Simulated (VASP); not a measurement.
# Li (P1) in VASP: notebook

Li is run at these levels: PBE+D3(BJ); tasks: single point.

Program: VASP 6.6.1. These are calculated values, not measurements. Logs are shortened: lines on timing, memory, paths and dates and some standing lists are left out, and cuts for length are marked.

## 1. The cell of the first run

The typed cell holds 16 atoms: a = 7.874 Å, b = 7.874 Å, c = 7.874 Å, α = 109.47°, β = 109.47°, γ = 109.47°.

## 2. Single point, PBE+D3(BJ) (dynamics (nve) at 2600 K, volume x 1.1, from the last frame before)

Input file INCAR:

```
SYSTEM = Li
ALGO = Normal
EDIFF = 1E-6
ENCUT = 520
GGA = PE
ISIF = 2
ISMEAR = -1
IVDW = 12
LASPH = .TRUE.
LCHARG = .TRUE.
LELF = .TRUE.
LREAL = Auto
LVHAR = .TRUE.
LWAVE = .FALSE.
NBANDS = 38
NELM = 100
PREC = Accurate
SIGMA = 0.2241
```

Input file KPOINTS:

```
Automatic mesh
0
Gamma
  2 2 2
  0.5 0.5 0.5
```

Input file POSCAR:

```
Li
1.0
    4.5461616285      4.5461616285     -4.5461616285
   -4.5461616285     -4.5461616285     -4.5461616285
   -4.5461616285      4.5461616285      4.5461616285
Li
16
Direct
    0.1765073628      0.7482080001     -0.0097467938
    0.5539033158      0.4096694425     -0.1118540302
    0.7810086376      0.2484511314      0.0103567589
    0.7440458075      0.8606600072      0.4949731628
   -0.0912512651      0.6977695162      0.2698801979
    0.3429627293      0.3966468083      0.3743526164
    0.5962237425      0.2351579392      0.2110069061
    0.8462381707      0.0506880351      0.2483260808
    0.0117864265      0.0404071643     -0.0751102860
    0.5488191366      0.7555581567      0.8300459395
    0.7476147523      0.5857688788      0.6367139439
    0.0243725387      0.4875575664      0.4548142299
    0.1628497974      0.2111651715      0.5876303392
    0.4049374286     -0.0695084174      0.5789020970
   -0.0352242206      0.3579840826      0.8045698325
    0.1852056897     -0.0161836525      0.6951390554
```

Potentials or basis: VASP PAW PBE potentials, release 64 (Li_sv).

Started as:

```console
$ cat potpaw_PBE.64/Li_sv/POTCAR > POTCAR
$ mpirun -np 1 vasp_std > vasp.out
```

OUTCAR:

```text
SYSTEM = Li
   EDIFF = 1E-6
   ENCUT = 520
   GGA = PE
   ISIF = 2
   ISMEAR = -1
   IVDW = 12
   LASPH = .TRUE.
   LREAL = Auto
   NELM = 100
   PREC = Accurate
 IVDW          = 12

 ion  position               nearest neighbor table
   1  0.177  0.748  0.990-  15 2.51
   2  0.554  0.410  0.888-
   3  0.781  0.248  0.010-   7 2.48
   4  0.744  0.861  0.495-
   5  0.909  0.698  0.270-
   6  0.343  0.397  0.374-
   7  0.596  0.235  0.211-   3 2.48
   8  0.846  0.051  0.248-  13 2.48
   9  0.012  0.040  0.925-
  10  0.549  0.756  0.830-
  11  0.748  0.586  0.637-
  12  0.024  0.488  0.455-
  13  0.163  0.211  0.588-  16 2.25   8 2.48
  14  0.405  0.930  0.579-  16 2.30
  15  0.965  0.358  0.805-   1 2.51
  16  0.185  0.984  0.695-  13 2.25  14 2.30

  LATTYP: Found a body centered cubic cell.
 ALAT       =     9.0923232570

  Lattice vectors:

 A1 = (   4.5461616285,   4.5461616285,  -4.5461616285)
 A2 = (  -4.5461616285,  -4.5461616285,  -4.5461616285)
 A3 = (  -4.5461616285,   4.5461616285,   4.5461616285)

Analysis of symmetry for initial positions (statically):
=====================================================================
 Subroutine PRICEL returns:
 Original cell was already a primitive cell.

 Routine SETGRP: Setting up the symmetry group for a
 body centered cubic supercell.

 Subroutine GETGRP returns: Found  1 space group operations
 (whereof  1 operations were pure point group operations)
 out of a pool of 48 trial point group operations.

The static configuration has the point symmetry C_1 .

Analysis of symmetry for dynamics (positions and initial velocities):
=====================================================================
 Subroutine PRICEL returns:
 Original cell was already a primitive cell.

 Routine SETGRP: Setting up the symmetry group for a
 body centered cubic supercell.

 Subroutine GETGRP returns: Found  1 space group operations
 (whereof  1 operations were pure point group operations)
 out of a pool of 48 trial point group operations.

The dynamic configuration has the point symmetry C_1 .

 Subroutine INISYM returns: Found  1 space group operations
 (whereof  1 operations are pure point group operations),
 and found     1 'primitive' translations

----------------------------------------------------------------------------------------

                                     Primitive cell

  volume of cell :     375.8327

  direct lattice vectors                    reciprocal lattice vectors
     4.546161629  4.546161629 -4.546161629     0.000000000  0.109982891 -0.109982891
    -4.546161629 -4.546161629 -4.546161629    -0.109982891  0.000000000 -0.109982891
    -4.546161629  4.546161629  4.546161629    -0.109982891  0.109982891  0.000000000

  length of vectors
     7.874182920  7.874182920  7.874182920     0.155539296  0.155539296  0.155539296

  position of ions in fractional coordinates (direct lattice)
     0.176507363  0.748208000  0.990253206
     0.553903316  0.409669442  0.888145970
     0.781008638  0.248451131  0.010356759
     0.744045808  0.860660007  0.494973163
     0.908748735  0.697769516  0.269880198
     0.342962729  0.396646808  0.374352616
[... 8 lines left out ...]
     0.964775779  0.357984083  0.804569833
     0.185205690  0.983816348  0.695139055

  ion indices of the primitive-cell ions
   primitive index   ion index
                 1           1
                 2           2
                 3           3
                 4           4
                 5           5
                 6           6
[... 8 lines left out ...]
                15          15
                16          16

----------------------------------------------------------------------------------------

 KPOINTS: Automatic mesh

Automatic generation of k-mesh.
 Grid dimensions read from file:
 generate k-points for:    2    2    2

 Generating k-lattice:

  Cartesian coordinates                     Fractional coordinates (reciprocal lattice)
     0.000000000  0.054991446 -0.054991446     0.500000000  0.000000000  0.000000000
    -0.054991446  0.000000000 -0.054991446     0.000000000  0.500000000  0.000000000
    -0.054991446  0.054991446  0.000000000     0.000000000  0.000000000  0.500000000

  Length of vectors
     0.077769648  0.077769648  0.077769648

  Shift w.r.t. Gamma in fractional coordinates (k-lattice)
     0.500000000  0.500000000  0.500000000

 Subroutine IBZKPT returns following result:
 ===========================================

 Found      4 irreducible k-points:

 Following reciprocal coordinates:
            Coordinates               Weight
  0.250000  0.250000  0.250000      2.000000
 -0.250000  0.250000  0.250000      2.000000
  0.250000 -0.250000  0.250000      2.000000
  0.250000  0.250000 -0.250000      2.000000
   k-points           NKPTS =      4   k-points in BZ     NKDIM =      4   number of bands    NBANDS=     38
   number of dos      NEDOS =    301   number of ions     NIONS =     16
   total plane-waves  NPLWV = 216000
   dimension x,y,z NGX =    60 NGY =   60 NGZ =   60
   dimension x,y,z NGXF=   120 NGYF=  120 NGZF=  120
   ions per type =              16
   NGX,Y,Z   is equivalent  to a cutoff of  12.67, 12.67, 12.67 a.u.
   NGXF,Y,Z  is equivalent  to a cutoff of  25.34, 25.34, 25.34 a.u.
 SYSTEM =  Li
   PREC   = accura    normal or accurate (medium, high low for compatibility)
   ISTART =      0    job   : 0-new  1-cont  2-samecut
   ICHARG =      2    charge: 1-file 2-atom 10-const
   ISPIN  =      1    spin polarized calculation?
   LNONCOLLINEAR =      F non collinear calculations
   LSORBIT =      F    spin-orbit coupling
   LASPH  =      T    aspherical Exc in radial PAW
   ENCUT  =  520.0 eV  38.22 Ry    6.18 a.u.  14.64 14.64 14.64*2*pi/ulx,y,z
   NELM   =    100;   NELMIN=  2; NELMDL= -5     # of ELM steps
   EDIFF  = 0.1E-05   stopping-criterion for ELM
   LREAL  =      T    real-space projection
   EDIFFG = 0.1E-04   stopping-criterion for IOM
   NSW    =      0    number of steps for IOM
   IBRION =     -1    ionic relax: 0-MD 1-quasi-New 2-CG
   NFREE  =      0    steps in history (QN), initial steepest desc. (CG)
   ISIF   =      2    stress and relaxation
   ISYM   =      2    0-nonsym 1-usesym 2-fastsym
   POTIM  = 0.5000    time-step for ionic-motion
   TEBEG  =    0.0;   TEEND  =   0.0 temperature during run
   PSTRESS=    0.0 pullay stress
   NELECT =      48.0000    total number of electrons
   NUPDOWN=      -1.0000    fix difference up-down
   EMIN   =  10.00;   EMAX   =-10.00  energy-range for DOS
   EFERMI =   0.00;   METHOD = LEGACY
   ISMEAR =    -1;   SIGMA  =   0.22  broadening in eV -4-tet -1-fermi 0-gaus
   EFERMI_NEDOS =   21; number of points for ismear=-14 and -15
   IALGO  =     38    algorithm
   IMIX   =      4    mixing-type and parameters
     AMIX     =   0.40;   BMIX     =  1.00
     AMIX_MAG =   1.60;   BMIX_MAG =  1.00
  volume/ion in A,a.u.               =      23.49       158.52
  Fermi-wavevector in a.u.,A,eV,Ry     =   0.824436  1.557958  9.247812  0.679695
  Thomas-Fermi vector in A             =   1.936121
   LORBIT       =      0    0 simple, 1 ext, 2 COOP (PROOUT), +10 PAW based schemes
   GGA     = PE    functional components
   LHFCALC =     F    Hartree Fock is set to
   AEXX    =    0.0000 exact exchange contribution
   IVDW    =    12    specifies the selected vdW correction
   LEPSILON=     F    determine dielectric tensor
   LRPA    =     F    only Hartree local field effects (RPA)
 non-spin polarized calculation
  energy-cutoff  :      520.00
  volume of cell :      375.83
 maximum number of plane-waves:     10168
 NGX is ok and might be reduce to    60
   NGX = 29   NGY = 29   NGZ = 29

 number of electron      47.9999988 magnetization

 Free energy of the ion-electron system (eV)
  ---------------------------------------------------
  ext. energy  EPLUGINS =         0.00000000
  ---------------------------------------------------
  free energy    TOTEN  =       -27.49478474 eV

  energy without entropy =      -25.95280082  energy(sigma->0) =      -26.72379278

 E-fermi :   0.1764     XC(G=0):  -6.6179

 val. band max:        0.1710561269   @ k =  -0.2500   0.2500   0.2500
 cond. band min:       0.1910877454   @ k =   0.2500   0.2500   0.2500
 fundamental gap:      0.0200316184
 Fermi energy:         0.1764244033

 k-point     1 :       0.2500    0.2500    0.2500
  band No.  band energies     occupation
      1     -47.2321      2.00000
      2     -46.9278      2.00000
      3     -46.9060      2.00000
      4     -46.8954      2.00000
      5     -46.6947      2.00000
      6     -46.6903      2.00000
[... 28 lines left out ...]
     35       3.4218      0.00000
     36       3.5700      0.00000

 k-point     2 :      -0.2500    0.2500    0.2500
  band No.  band energies     occupation
      1     -47.2321      2.00000
      2     -46.9278      2.00000
      3     -46.9060      2.00000
      4     -46.8954      2.00000
      5     -46.6947      2.00000
      6     -46.6903      2.00000
[... 28 lines left out ...]
     35       3.3677      0.00000
     36       3.3872      0.00000

 k-point     3 :       0.2500   -0.2500    0.2500
  band No.  band energies     occupation
      1     -47.2321      2.00000
      2     -46.9278      2.00000
      3     -46.9060      2.00000
      4     -46.8954      2.00000
      5     -46.6947      2.00000
      6     -46.6903      2.00000
[... 28 lines left out ...]
     35       3.0680      0.00000
     36       3.4091      0.00000

 k-point     4 :       0.2500    0.2500   -0.2500
  band No.  band energies     occupation
      1     -47.2321      2.00000
      2     -46.9278      2.00000
      3     -46.9060      2.00000
      4     -46.8954      2.00000
      5     -46.6947      2.00000
      6     -46.6903      2.00000
[... 28 lines left out ...]
     35       3.3147      0.00000
     36       3.5803      0.00000
 [bands above 36 left out]

------------------------ aborting loop because EDIFF is reached ----------------------------------------

 Edisp (eV)   -2.32342

 E8    (eV) :    -0.9698

  FORCE on cell =-STRESS in cart. coord.  units (eV):
  Direction    XX          YY          ZZ          XY          YZ          ZX
  --------------------------------------------------------------------------------------
  -------------------------------------------------------------------------------------
  Total      -1.55377    -0.54827    -2.09308     0.82252    -0.32049     0.48120
  in kB      -6.62371    -2.33728    -8.92282     3.50643    -1.36626     2.05134
  external pressure =       -5.96 kB  Pullay stress =        0.00 kB

 VOLUME and BASIS-vectors are now :
 -----------------------------------------------------------------------------
  energy-cutoff  :      520.00
  volume of cell :      375.83
      direct lattice vectors                 reciprocal lattice vectors
     4.546161629  4.546161629 -4.546161629     0.000000000  0.109982891 -0.109982891
    -4.546161629 -4.546161629 -4.546161629    -0.109982891  0.000000000 -0.109982891
    -4.546161629  4.546161629  4.546161629    -0.109982891  0.109982891  0.000000000

 POSITION                                       TOTAL-FORCE (eV/Angst)
 -----------------------------------------------------------------------------------
     -7.10089      1.90281      0.29795        -0.371187      0.193508     -0.447256
     -3.38194      4.69337     -0.34290        -0.166090     -0.088656     -0.087954
      2.37401      2.46818     -4.63301         0.417554      0.119764     -0.115907
     -2.78037      1.72008     -5.04502        -0.097763     -0.331977      0.107454
     -0.26777      2.18606     -6.07657         0.188718     -0.095853     -0.327013
     -1.94592      1.45781     -1.66052        -0.007669     -0.454776      0.082612
[... 8 lines left out ...]
     -0.89913      6.41628     -2.35578         0.522574     -0.182844      0.234818
     -6.79083     -0.47040     -2.15435        -0.276258      0.710620      0.953773
 -----------------------------------------------------------------------------------
    total drift:                                0.003041      0.001040     -0.000387

  FREE ENERGIE OF THE ION-ELECTRON SYSTEM (eV)
  ---------------------------------------------------
  free  energy   TOTEN  =       -29.8182087869 eV

  energy  without entropy=      -28.2762248625  energy(sigma->0) =      -29.04721682
```

Wall time 89 s (1 thread of AMD EPYC 9R45 (Zen 5), shared host); peak memory 0.42 GiB.

Results:

```
Free energy                : -29.8182 eV
Largest force              : 1.221 eV/Å
Band gap on the k mesh     : zero (band 24 reaches 0.37 eV, above the bottom of band 25 at 0.08 eV)
Dispersion energy per atom : -0.145 eV
```

Forces on the atoms (eV/Å):
```
Li  -0.371  0.194 -0.447
Li  -0.166 -0.089 -0.088
Li   0.418  0.120 -0.116
Li  -0.098 -0.332  0.107
Li   0.189 -0.096 -0.327
Li  -0.008 -0.455  0.083
Li  -0.226 -0.329  0.531
Li   0.291 -0.020  0.176
Li  -0.303  0.151  0.181
Li  -0.151 -0.261  0.132
Li   0.112  0.500 -0.043
Li  -0.338  0.380 -0.209
Li  -0.232 -0.379 -0.538
Li   0.639  0.088 -0.631
Li   0.523 -0.183  0.235
Li  -0.276  0.711  0.954
```

Levels at points of the mesh, in eV from the Fermi level:
```tsv
k point	band 21	band 22	band 23	band 24	band 25	band 26	band 27	band 28	band 29	band 30
(0.25, 0.25, 0.25)	-0.08	0.01	0.11	0.20	0.30	0.34	0.49	0.60	0.76	0.87
```

Caveat: the k points lie up to 0.49 Å⁻¹ apart; the cutoff is under 1.25 times the usual one of these potentials, so pressure, stress and relaxed cells hold a basis-set (Pulay) error; pairwise dispersion overbinds metals, which lowers pressure and volume; forces of over 1 eV/Å act on the atoms, so gaps and moduli don't describe the material at rest.

## 3. Single point, PBE+D3(BJ) (dynamics (nve) at 2600 K, volume x 1.1, from the last frame before)

Input file INCAR:

```
SYSTEM = Li
PREC = Accurate
ENCUT = 520
EDIFF = 1E-7
ISMEAR = -1
SIGMA = 0.2241
LREAL = Auto
LASPH = .True.
NELM = 100
ALGO = Normal
ISIF = 2
LWAVE = .False.
LCHARG = .False.
GGA = PE
IVDW = 12
NBANDS = 38
```

KPOINTS is that of step 2.

Input file POSCAR:

```
Li
1.0
    4.5461616285      4.5461616285     -4.5461616285
   -4.5461616285     -4.5461616285     -4.5461616285
   -4.5461616285      4.5461616285      4.5461616285
Li
16
Direct
    0.2519309901      0.7541727022      0.1482637563
    0.5980870726      0.4159999478     -0.1616732004
    0.8096193670      0.2023851273     -0.0107338903
    0.6550507314      0.8550796953      0.4208858277
   -0.0614516207      0.6954515168      0.2261802558
    0.2900560094      0.3607362945      0.3465532308
    0.6142996506      0.2624046608      0.2948677609
    0.8526514930     -0.0166827549      0.1960480231
    0.0600804640      0.0806596927      0.0044071244
    0.4423407402      0.7697458397      0.8735390038
    0.7810812264      0.6357496139      0.6666927504
    0.0764056645      0.5267595382      0.4629893682
    0.1858468900      0.2881045829      0.6576822921
    0.4558614870      0.0000939254      0.5454185756
   -0.1495354885      0.2954691473      0.6544945480
    0.1376749335     -0.1261299194      0.6743844039
```

Potentials or basis: VASP PAW PBE potentials, release 64 (Li_sv).

Started as:

```console
$ cat potpaw_PBE.64/Li_sv/POTCAR > POTCAR
$ mpirun -np 1 vasp_std > vasp.out
```

It took 86 s on 1 thread of AMD EPYC 9R45 (Zen 5), shared host; peak memory 0.42 GiB.

Results (log left out):

| Property | Result |
| --- | --- |
| Free energy | -29.8959 eV |
| Largest force | 1.014 eV/Å |
| Band gap on the k mesh | zero (band 24 reaches 0.45 eV, above the bottom of band 25 at 0.01 eV) |
| Dispersion energy per atom | -0.146 eV |

Forces on the atoms (eV/Å):
```
Li   0.514 -0.516 -0.007
Li  -0.161 -0.037  0.003
Li  -0.327 -0.446 -0.048
Li   0.597  0.546 -0.054
Li  -0.100  0.067  0.203
Li  -0.533  0.521 -0.361
Li   0.450 -0.283  0.074
Li  -0.415  0.147  0.031
Li   1.003 -0.097 -0.113
Li   0.147  0.055 -0.114
Li  -0.358  0.006  0.072
Li   0.444 -0.055  0.273
Li   0.175  0.097  0.246
Li  -0.638 -0.165  0.331
Li  -0.256  0.240 -0.147
Li  -0.540 -0.080 -0.392
```

Levels at points of the mesh, in eV from the Fermi level:
```csv
k point,band 21,band 22,band 23,band 24,band 25,band 26,band 27,band 28,band 29,band 30
"(0.25, 0.25, 0.25)",-0.11,0.04,0.07,0.26,0.35,0.44,0.49,0.61,0.80,0.99
```

Caveat: the k points lie up to 0.49 Å⁻¹ apart; the cutoff is under 1.25 times the usual one of these potentials, so pressure, stress and relaxed cells hold a basis-set (Pulay) error; pairwise dispersion overbinds metals, which lowers pressure and volume; forces of over 1 eV/Å act on the atoms, so gaps and moduli don't describe the material at rest.

## 4. Single point, PBE+D3(BJ) (dynamics (nve) at 2600 K, volume x 1.1, from the last frame before)

Input file INCAR:

```
ALGO = Normal ; EDIFF = 1E-7
ENCUT = 520 ; GGA = PE
ISIF = 2 ; ISMEAR = -1
IVDW = 12 ; LASPH = T
LCHARG = F ; LREAL = Auto
LWAVE = F ; NBANDS = 38
NELM = 100 ; PREC = Accurate
SIGMA = 0.2241
```

KPOINTS is that of step 3.

Input file POSCAR:

```
Li
1.0
    4.5461616285      4.5461616285     -4.5461616285
   -4.5461616285     -4.5461616285     -4.5461616285
   -4.5461616285      4.5461616285      4.5461616285
Li
16
Direct
    0.1560453759      0.6241188132      0.0190022940
    0.5671799005      0.5113076019     -0.1100043379
    0.7296890808      0.2138633818     -0.0839426820
    0.6672829186      0.6826951511      0.3470130692
   -0.0371411124      0.6820201861      0.2600363992
    0.3962369021      0.4866046746      0.4726826003
    0.5102908100      0.1846176112      0.1786636874
    0.9477198243      0.0327532350      0.2535149637
    0.1477737826     -0.0204320716      0.0151072499
    0.5251158439      0.8536257215      0.9694958869
    0.7941345458      0.7498503746      0.7841298421
   -0.0273393271      0.3741888518      0.3568012166
    0.1479047722      0.2438124930      0.7308629282
    0.3716440677      0.0626549435      0.4601438908
   -0.1594900400      0.3826706224      0.6263404676
    0.2629525955     -0.0643514296      0.7201523543
```

Started as:

```console
$ cat potpaw_PBE.64/Li_sv/POTCAR > POTCAR
$ mpirun -np 1 vasp_std > vasp.out
```

Wall time 93 s (1 thread of AMD EPYC 9R45 (Zen 5), shared host); peak memory 0.42 GiB.

The run converged. Its results:

| Item | Value |
| --- | --- |
| Free energy | -30.1118 eV |
| Largest force | 0.917 eV/Å |
| Band gap on the k mesh | zero (band 24 reaches 0.40 eV, above the bottom of band 25 at 0.03 eV) |
| Dispersion energy per atom | -0.146 eV |

Forces on the atoms (eV/Å):
```
Li  -0.101  0.379 -0.149
Li   0.305  0.283  0.218
Li   0.234  0.103 -0.097
Li  -0.243 -0.154 -0.049
Li   0.156 -0.069 -0.200
Li   0.072 -0.238  0.344
Li  -0.376  0.291 -0.784
Li   0.228  0.225  0.313
Li  -0.407 -0.047  0.023
Li   0.103  0.048  0.222
Li   0.086 -0.283  0.080
Li  -0.352 -0.069 -0.377
Li   0.060 -0.013  0.215
Li   0.050  0.024 -0.219
Li  -0.152 -0.338  0.188
Li   0.337 -0.140  0.273
```

Levels at points of the mesh, in eV from the Fermi level:
```csv
k point,band 24,band 25,band 26,band 27,band 28,band 29
"(0.25, 0.25, 0.25)",0.21,0.35,0.41,0.53,0.61,0.78
```

Caveat: the k points lie up to 0.49 Å⁻¹ apart; the cutoff is under 1.25 times the usual one of these potentials, so pressure, stress and relaxed cells hold a basis-set (Pulay) error; pairwise dispersion overbinds metals, which lowers pressure and volume.
